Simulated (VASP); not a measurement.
Ta2S3: relaxation of cell and atoms with PBE

The system is Ta2S3.

```
CELL_PARAMETERS angstrom
4.73584 0.00000 0.00000
0.00000 4.73584 0.00000
0.00000 0.00000 4.73584
ATOMIC_POSITIONS crystal
Ta 0.50000 0.50000 0.50000
Ta 0.00000 0.00000 0.00000
S 0.50000 0.00000 0.00000
S 0.00000 0.50000 0.00000
S 0.00000 0.00000 0.50000
```

The cell was generated, and may not be a known phase.

```json
{"Program": "VASP 6.6.1", "Task": "relaxation of cell and atoms", "Functional": "PBE", "Potentials or basis": "VASP PAW PBE potentials, release 64 (Ta_pv, S)", "Cutoff": "500 eV", "k mesh": "8 × 8 × 8", "Occupations": "gaussian, width 0.1 eV", "Spin": "collinear spin", "Starting moments": "[1.47, 1.47, 0.0, 0.0, 0.0] μB", "Dipole correction": "no", "Further INCAR settings": "ALGO = Normal; EDIFF = 1e-07; IBRION = 2; EDIFFG = -0.01; NSW = 100; ISIF = 3"}
```

| Quantity | Value |
| --- | --- |
| Relaxed volume | 21.15 Å³/atom |
| Relaxed cell | a = 4.729 Å, b = 4.729 Å, c = 4.729 Å, α = 90.00°, β = 90.00°, γ = 90.00° |
| Space group after relaxing (to 0.1 Å) | Pm-3m (No. 221) |
| Energy gained by relaxing | 0.1 meV/atom |
| Ionic steps | 3 |
| Pressure after relaxing | 0.0 GPa |
| Net moment | 3.10 μB per cell |
| Site moments | Ta +2.03, +0.16; S -0.06 μB |
| Valence electrons inside the program's atomic spheres | Ta 8.39, 8.92; S 3.74 |

The path:
```
step  energy change (eV)  largest force (eV/Å)  pressure (GPa)  volume (Å³)
   1              0.0000                0.0000           -0.44       106.22
   2             -0.0001                0.0000            0.41       105.33
   3             -0.0006                0.0000            0.01       105.75
```

Final structure:
```
Ta S
1.0
     4.72888    0.00000    0.00000
     0.00000    4.72888    0.00000
     0.00000    0.00000    4.72888
Ta S
2 3
Direct
  0.50000 0.50000 0.50000
  0.00000 0.00000 0.00000
  0.50000 0.00000 0.00000
  0.00000 0.50000 0.00000
  0.00000 0.00000 0.50000
```

Levels at points of the mesh, in eV from the Fermi level:
Spin up:
```
           k point  band 18  band 19  band 20  band 21  band 22  band 23  band 24  band 25
(0.00, 0.00, 0.00)    -1.80    -1.80    -1.65    -1.65    -1.65    -1.26    -1.26     0.03
(0.50, 0.00, 0.00)    -2.14    -1.26    -0.68    -0.49     0.59     0.89     0.89     1.64
(0.50, 0.50, 0.00)    -1.51    -0.75    -0.34     0.30     0.32     0.32     0.55     2.16
(0.50, 0.50, 0.50)    -0.91    -0.91    -0.46    -0.46    -0.46    -0.32    -0.32     2.17
```
Spin down:
| k point | band 15 | band 16 | band 17 | band 18 | band 19 | band 20 | band 21 | band 22 |
| --- | --- | --- | --- | --- | --- | --- | --- | --- |
| (0.00, 0.00, 0.00) | -2.49 | -1.63 | -1.63 | -1.63 | -1.39 | -1.39 | -1.39 | -0.33 |
| (0.50, 0.00, 0.00) | -4.38 | -3.40 | -2.03 | -2.03 | -1.12 | 0.98 | 1.48 | 1.70 |
| (0.50, 0.50, 0.00) | -3.57 | -3.47 | -3.47 | -1.22 | 1.13 | 1.22 | 1.46 | 1.49 |
| (0.50, 0.50, 0.50) | -5.81 | -1.00 | -1.00 | -1.00 | -0.40 | 1.16 | 1.16 | 1.16 |

It took 8.3 min on 1 thread of Oxide Virtual Turin-like Processor, with other jobs on the host, peak memory 0.29 GiB.

Caveat: the highest band is partly filled, so the run has too few bands; spin-orbit coupling is left out, which moves the levels of the heavy elements.
